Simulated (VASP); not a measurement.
Here is a VASP 6.6.1 calculation.

Contents of INCAR:

```
  ALGO = Normal
  EDIFF = 1E-6
  ENCUT = 520
  GGA = PE
  ISIF = 2
  ISMEAR = 0
  LASPH = T
  LCHARG = F
  LREAL = F
  LWAVE = F
  NBANDS = 20
  NELM = 80
  PREC = Accurate
  SIGMA = 0.1
```

KPOINTS

```
k-points
0
Gamma
  6 6 6
```

Contents of POSCAR:

```
BiP2
1.0
    0.0000000000      3.3648986570      3.3648986570
    3.3648986570      0.0000000000      3.3648986570
    3.3648986570      3.3648986570      0.0000000000
Bi P
1 2
Direct
    0.0000000000      0.0000000000      0.0000000000
    0.2500000000      0.2500000000      0.2500000000
    0.7500000000      0.7500000000      0.7500000000
```

Potentials or basis: VASP PAW PBE potentials, release 64 (Bi_d, P).

Launch:

```console
$ cat potpaw_PBE.64/Bi_d/POTCAR potpaw_PBE.64/P/POTCAR > POTCAR
$ mpirun -np 1 vasp_std > vasp.out
```

**Question.** What does it give for the pressure?

**Answer.** 0.1 GPa.

**Question.** Predict the band gap on the k mesh.

**Answer.** Zero (an odd number of electrons rules out a gap without spin polarisation).

Caveat: spin-orbit coupling is left out, which moves the levels of the heavy elements; an odd number of electrons without spin polarisation forces a metal; a magnetic or distorted state may lie lower.
